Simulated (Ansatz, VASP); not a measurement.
Two plane-wave programs on PbS

```
CELL_PARAMETERS angstrom
0.01997 3.34501 3.31282
3.39258 -0.00900 3.34179
3.31735 3.29874 0.06623
ATOMIC_POSITIONS crystal
Pb 0.99939 0.02219 0.97216
S 0.25061 0.22781 0.27784
```

Change from the starting cell: all atoms moved at random (sigma 0.1 Å), cell strained at random (1 %).

Alike in both runs: task single point; functional PBE; k mesh 10 × 10 × 10; occupations gaussian, width 0.05 eV; no spin polarisation.

|  | VASP | Ansatz |
| --- | --- | --- |
| version | VASP 6.6.1 | Ansatz 0.2.0 |
| potentials or method | VASP PAW PBE potentials, release 64 (Pb_d, S), cutoff 520 eV | scalar-relativistic, plane waves, PAW |
| valence electrons in the cell | 20 | 20 |

Ansatz gave:

| Item | Value |
| --- | --- |
| gap on the k mesh at the Fermi level (eV) | 0.83 |
| least direct gap on the mesh (eV) | 1.26 |
| pressure (GPa) | 1.1 |
| traceless stress, the component that is largest in VASP (GPa) | -1.75 |
| rms of the force components (eV/Å) | 0.567 |

**Question.** What did VASP give for the same quantities?

**Answer.** gap on the k mesh at the Fermi level (eV): 0.83; least direct gap on the mesh (eV): 1.26; pressure (GPa): 1.1; traceless stress, the component that is largest in VASP (GPa): -1.76; rms of the force components (eV/Å): 0.568.

Atom by atom the forces differ by 0.001 eV/Å (rms over components).

Neither program's run includes spin-orbit coupling.
